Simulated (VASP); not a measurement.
# SiC (I-4m2) in VASP: single point with HSE06

Aim: the single point of SiC with HSE06.

Everything below comes from runs of VASP 6.6.1. Logs are shortened: lines on timing, memory, paths and dates and some standing lists are left out, and cuts for length are marked.

## (1) The cell of the first run

The structure is tetragonal, space group I-4m2 (No. 119). The conventional cell has a = 3.080 Å, b = 3.080 Å, c = 4.257 Å, α = 90.00°, β = 90.00°, γ = 90.00°. Within 2.5 Å of Si (site symmetry -4m2) lie 4 C at 1.87 Å. Within 2.5 Å of C (site symmetry -4m2) lie 4 Si at 1.87 Å.

## (2) Single point, HSE06 (uniaxial z strain -2.3%)

POSCAR reads:

```
SiC
1.0
    0.0000000000      2.1780523525      2.1283927589
    2.1780523525      0.0000000000      2.1283927589
    2.1780523525      2.1780523525      0.0000000000
Si C
1 1
Direct
    0.0000000000      0.0000000000      0.0000000000
    0.2500000000      0.2500000000      0.2500000000
```

INCAR.step1 reads:

```
PREC     = Accurate       # precision mode
ENCUT    = 520            # plane-wave cutoff, eV
EDIFF    = 1E-5           # SCF threshold, eV
ISMEAR   = 0              # smearing method
SIGMA    = 0.01           # smearing width, eV
LREAL    = F              # projectors in reciprocal space
LASPH    = T              # aspherical terms in the spheres
NELM     = 80             # most SCF steps
ALGO     = Normal         # electronic algorithm
ISIF     = 2              # what is computed and relaxed
LWAVE    = T              # write WAVECAR
LCHARG   = F              # write CHGCAR
GGA      = PE             # functional
NBANDS   = 11             # bands
```

INCAR.step2 reads:

```
PREC     = Accurate       # precision mode
ENCUT    = 520            # plane-wave cutoff, eV
EDIFF    = 1E-6           # SCF threshold, eV
ISMEAR   = 0              # smearing method
SIGMA    = 0.01           # smearing width, eV
LREAL    = F              # projectors in reciprocal space
LASPH    = T              # aspherical terms in the spheres
NELM     = 80             # most SCF steps
ALGO     = Normal         # electronic algorithm
ISIF     = 2              # what is computed and relaxed
LWAVE    = F              # write WAVECAR
LCHARG   = F              # write CHGCAR
GGA      = PE             # functional
LHFCALC  = T              # exact exchange
HFSCREEN = 0.2079         # screening, 1/A
PRECFOCK = Normal       
ISTART   = 1            
NBANDS   = 11             # bands
```

KPOINTS reads:

```
regular mesh
0
Gamma
  8 8 8
```

Potentials or basis: VASP PAW PBE potentials, release 64 (Si, C).

On the command line:

```console
$ cat potpaw_PBE.64/Si/POTCAR potpaw_PBE.64/C/POTCAR > POTCAR
$ cp INCAR.step1 INCAR
$ mpirun -np 1 vasp_std > vasp.out
$ cp INCAR.step2 INCAR
$ mpirun -np 1 vasp_std > vasp.out
```

OUTCAR:

```text
PREC = Accurate
   ENCUT = 520
   EDIFF = 1E-6
   ISMEAR = 0
   LREAL = F
   LASPH = T
   NELM = 80
   ISIF = 2
   GGA = PE
   LHFCALC = T
   HFSCREEN = 0.2079
   PRECFOCK = Normal
   ISTART = 1

 ion  position               nearest neighbor table
   1  0.000  0.000  0.000-   2 1.87   2 1.87   2 1.87   2 1.87
   2  0.250  0.250  0.250-   1 1.87   1 1.87   1 1.87   1 1.87

  LATTYP: Found a body centered tetragonal cell.
 ALAT       =     3.0802311765
 C/A-ratio  =     1.3819694932

  Lattice vectors:

 A1 = (   0.0000000000,  -2.1780523525,  -2.1283927589)
 A2 = (   0.0000000000,   2.1780523525,  -2.1283927589)
 A3 = (   2.1780523525,   0.0000000000,   2.1283927589)

Analysis of symmetry for initial positions (statically):
=====================================================================
 Subroutine PRICEL returns:
 Original cell was already a primitive cell.

 Routine SETGRP: Setting up the symmetry group for a
 body centered tetragonal supercell.

 Subroutine GETGRP returns: Found  8 space group operations
 (whereof  8 operations were pure point group operations)
 out of a pool of 16 trial point group operations.

The static configuration has the point symmetry D_2d.

Analysis of symmetry for dynamics (positions and initial velocities):
=====================================================================
 Subroutine PRICEL returns:
 Original cell was already a primitive cell.

 Routine SETGRP: Setting up the symmetry group for a
 body centered tetragonal supercell.

 Subroutine GETGRP returns: Found  8 space group operations
 (whereof  8 operations were pure point group operations)
 out of a pool of 16 trial point group operations.

The dynamic configuration has the point symmetry D_2d.

 Subroutine INISYM returns: Found  8 space group operations
 (whereof  8 operations are pure point group operations),
 and found     1 'primitive' translations

----------------------------------------------------------------------------------------

                                     Primitive cell

  volume of cell :      20.1938

  direct lattice vectors                    reciprocal lattice vectors
     0.000000000  2.178052352  2.128392759    -0.229562893  0.229562893  0.234919048
     2.178052352  0.000000000  2.128392759     0.229562893 -0.229562893  0.234919048
     2.178052352  2.178052352  0.000000000     0.229562893  0.229562893 -0.234919048

  length of vectors
     3.045318996  3.045318996  3.080231176     0.400730836  0.400730836  0.400730836

  position of ions in fractional coordinates (direct lattice)
     0.000000000  0.000000000  0.000000000
     0.250000000  0.250000000  0.250000000

  ion indices of the primitive-cell ions
   primitive index   ion index
                 1           1
                 2           2

----------------------------------------------------------------------------------------

 KPOINTS: regular mesh

Automatic generation of k-mesh.
 Grid dimensions read from file:
 generate k-points for:    8    8    8

 Generating k-lattice:

  Cartesian coordinates                     Fractional coordinates (reciprocal lattice)
    -0.028695362  0.028695362  0.029364881     0.125000000  0.000000000  0.000000000
     0.028695362 -0.028695362  0.029364881     0.000000000  0.125000000  0.000000000
     0.028695362  0.028695362 -0.029364881     0.000000000  0.000000000  0.125000000

  Length of vectors
     0.050091355  0.050091355  0.050091355

  Shift w.r.t. Gamma in fractional coordinates (k-lattice)
     0.000000000  0.000000000  0.000000000

 Subroutine IBZKPT returns following result:
 ===========================================

 Found     59 irreducible k-points:

 Following reciprocal coordinates:
            Coordinates               Weight
  0.000000  0.000000  0.000000      1.000000
  0.125000 -0.000000  0.000000      8.000000
  0.250000 -0.000000  0.000000      8.000000
  0.375000 -0.000000  0.000000      8.000000
  0.500000 -0.000000  0.000000      4.000000
  0.125000  0.125000  0.000000      2.000000
[... 16 lines left out ...]
  0.250000 -0.000000  0.125000     16.000000
  0.375000  0.000000  0.125000     16.000000
 [... further k-points ...]
   k-points           NKPTS =     59   k-points in BZ     NKDIM =    512   number of bands    NBANDS=     11
   number of dos      NEDOS =    301   number of ions     NIONS =      2
   total plane-waves  NPLWV =  13824
   dimension x,y,z NGX =    24 NGY =   24 NGZ =   24
   dimension x,y,z NGXF=    48 NGYF=   48 NGZF=   48
   ions per type =               1   1
   NGX,Y,Z   is equivalent  to a cutoff of  13.10, 13.10, 12.95 a.u.
   NGXF,Y,Z  is equivalent  to a cutoff of  26.20, 26.20, 25.91 a.u.
 SYSTEM =  unknown system
   PREC   = accura    normal or accurate (medium, high low for compatibility)
   ISTART =      1    job   : 0-new  1-cont  2-samecut
   ICHARG =      0    charge: 1-file 2-atom 10-const
   ISPIN  =      1    spin polarized calculation?
   LNONCOLLINEAR =      F non collinear calculations
   LSORBIT =      F    spin-orbit coupling
   LASPH  =      T    aspherical Exc in radial PAW
   ENCUT  =  520.0 eV  38.22 Ry    6.18 a.u.   5.66  5.66  5.73*2*pi/ulx,y,z
   NELM   =     80;   NELMIN=  2; NELMDL=  0     # of ELM steps
   EDIFF  = 0.1E-05   stopping-criterion for ELM
   LREAL  =      F    real-space projection
   EDIFFG = 0.1E-04   stopping-criterion for IOM
   NSW    =      0    number of steps for IOM
   IBRION =     -1    ionic relax: 0-MD 1-quasi-New 2-CG
   NFREE  =      0    steps in history (QN), initial steepest desc. (CG)
   ISIF   =      2    stress and relaxation
   ISYM   =      3    0-nonsym 1-usesym 2-fastsym
   POTIM  = 0.5000    time-step for ionic-motion
   TEBEG  =    0.0;   TEEND  =   0.0 temperature during run
   PSTRESS=    0.0 pullay stress
   NELECT =       8.0000    total number of electrons
   NUPDOWN=      -1.0000    fix difference up-down
   EMIN   =  10.00;   EMAX   =-10.00  energy-range for DOS
   EFERMI =   0.00;   METHOD = LEGACY
   ISMEAR =     0;   SIGMA  =   0.01  broadening in eV -4-tet -1-fermi 0-gaus
   EFERMI_NEDOS =   21; number of points for ismear=-14 and -15
   IALGO  =     38    algorithm
   IMIX   =      1    mixing-type and parameters
     AMIX     =   0.40;   BMIX     =  1.00
     AMIX_MAG =   1.60;   BMIX_MAG =  1.00
  volume/ion in A,a.u.               =      10.10        68.14
  Fermi-wavevector in a.u.,A,eV,Ry     =   1.202353  2.272118 19.669303  1.445653
  Thomas-Fermi vector in A             =   2.338137
   LORBIT       =      0    0 simple, 1 ext, 2 COOP (PROOUT), +10 PAW based schemes
   GGA     = PE    functional components
   LHFCALC =     T    Hartree Fock is set to
   PRECFOCK=normal    Normal, Fast or Accurate (Low or Medium for compatibility)
   ENCUT4O =  -1.0   cutoff for four orbital integrals eV
   NKREDX  =     1    reduce k-point grid by
   NKREDY  =     1    reduce k-point grid by
   NKREDZ  =     1    reduce k-point grid by
   AEXX    =    0.2500 exact exchange contribution
   HFSCREEN=    0.2079 screening length (either q_TF or 0.3 A-1)
   HFSCREENC=   0.2079 screening length for correlation (either q_TF or 0.3 A-1)
   ENCUTFOCK=  -1.0 apply spherical cutoff to Coloumb kernel
   IVDW    =     0    specifies the selected vdW correction
   LEPSILON=     F    determine dielectric tensor
   LRPA    =     F    only Hartree local field effects (RPA)
 non-spin polarized calculation
 Gauss-broadening in eV      SIGMA  =   0.01
  energy-cutoff  :      520.00
  volume of cell :       20.19
 maximum number of plane-waves:       556
  NGX = 18; NGY = 18; NGZ = 18

 number of electron       8.0000000 magnetization

 Free energy of the ion-electron system (eV)
  ---------------------------------------------------
  ext. energy  EPLUGINS =         0.00000000
  ---------------------------------------------------
  free energy    TOTEN  =       -17.41383863 eV

  energy without entropy =      -17.41383863  energy(sigma->0) =      -17.41383863

 E-fermi :   7.9694     XC(G=0):  -9.4393

 val. band max:        7.8665430380   @ k =   0.0000   0.0000   0.0000
 cond. band min:       9.8324368466   @ k =   0.5000   0.5000   0.0000
 fundamental gap:      1.9658938086
 Fermi energy:         7.9694230491

 k-point     1 :       0.0000    0.0000    0.0000
  band No.  band energies     occupation
      1      -9.4279      2.00000
      2       7.7094      2.00000
      3       7.7094      2.00000
      4       7.8665      2.00000
      5      15.5972      0.00000
      6      16.4931      0.00000
      7      16.5562      0.00000
      8      16.5562      0.00000
      9      23.6273      0.00000
     10      24.3447      0.00000
     11      26.1399      0.00000

 k-point     2 :       0.1250   -0.0000    0.0000
  band No.  band energies     occupation
      1      -9.0904      2.00000
      2       6.1431      2.00000
      3       7.4725      2.00000
      4       7.6149      2.00000
      5      15.7428      0.00000
      6      16.9029      0.00000
      7      16.9233      0.00000
      8      17.2305      0.00000
      9      22.3968      0.00000
     10      22.8900      0.00000
     11      25.5564      0.00000

 k-point     3 :       0.2500   -0.0000    0.0000
  band No.  band energies     occupation
      1      -8.1031      2.00000
      2       3.0145      2.00000
      3       6.9897      2.00000
      4       7.2024      2.00000
      5      15.1871      0.00000
      6      17.0450      0.00000
      7      17.2833      0.00000
      8      18.8833      0.00000
      9      22.4782      0.00000
     10      22.5503      0.00000
     11      24.6404      0.00000
[... 267 lines left out ...]
 k-point    23 :       0.2500   -0.0000    0.1250
  band No.  band energies     occupation
      1      -8.2182      2.00000
      2       4.1210      2.00000
      3       6.4292      2.00000
      4       6.6805      2.00000
      5      14.7971      0.00000
      6      17.0173      0.00000
      7      17.8468      0.00000
      8      18.5363      0.00000
      9      20.9773      0.00000
     10      24.4638      0.00000
     11      26.7734      0.00000

 k-point    24 :       0.3750    0.0000    0.1250
  band No.  band energies     occupation
      1      -6.8739      2.00000
      2       1.1097      2.00000
      3       5.9266      2.00000
      4       6.1707      2.00000
      5      14.4678      0.00000
      6      16.7317      0.00000
      7      18.2210      0.00000
      8      18.9670      0.00000
      9      22.6666      0.00000
     10      25.8701      0.00000
     11      26.5729      0.00000

 [... further k-points ...]
[... 5 lines left out ...]
  --------------------------------------------------------------------------------------
  -------------------------------------------------------------------------------------
  Total        0.2366724      0.2366724      1.0058638      0.0000000      0.0000000      0.0000000
  in kB       18.7775851     18.7775851     79.8052342      0.0000000      0.0000000      0.0000000
  external PRESSURE =      39.1201348 kB  Pullay stress =       0.0000000 kB

 VOLUME and BASIS-vectors are now :
 -----------------------------------------------------------------------------
  energy-cutoff  :      520.00
  volume of cell :       20.19
      direct lattice vectors                 reciprocal lattice vectors
     0.000000000  2.178052352  2.128392759    -0.229562893  0.229562893  0.234919048
     2.178052352  0.000000000  2.128392759     0.229562893 -0.229562893  0.234919048
     2.178052352  2.178052352  0.000000000     0.229562893  0.229562893 -0.234919048

 POSITION                                       TOTAL-FORCE (eV/Angst)
 -----------------------------------------------------------------------------------
      0.00000      0.00000      0.00000        -0.000000     -0.000000      0.000000
      1.08903      1.08903      1.06420         0.000000      0.000000     -0.000000
 -----------------------------------------------------------------------------------
    total drift:                                0.000000      0.000000     -0.000000

  FREE ENERGIE OF THE ION-ELECTRON SYSTEM (eV)
  ---------------------------------------------------
  free  energy   TOTEN  =       -17.4138386296 eV

  energy  without entropy=      -17.4138386296  energy(sigma->0) =      -17.41383863
```

Wall time 60 min (1 thread of Intel Xeon Platinum 8259CL at 2.50GHz (Skylake/Cascade Lake), shared host); peak memory 0.26 GiB.

Results:

| Quantity | Value |
| --- | --- |
| Free energy | -17.4138 eV |
| Pressure | 3.9 GPa |
| Band gap on the k mesh | 1.97 eV (least direct gap 5.73 eV) |

Caveat: the cell differs from its parent crystal (uniaxial z strain -2.3%); the stress differs along the axes, from 2 to 8 GPa; the PAW data sets were made with another functional, which shifts forces and pressure a little.
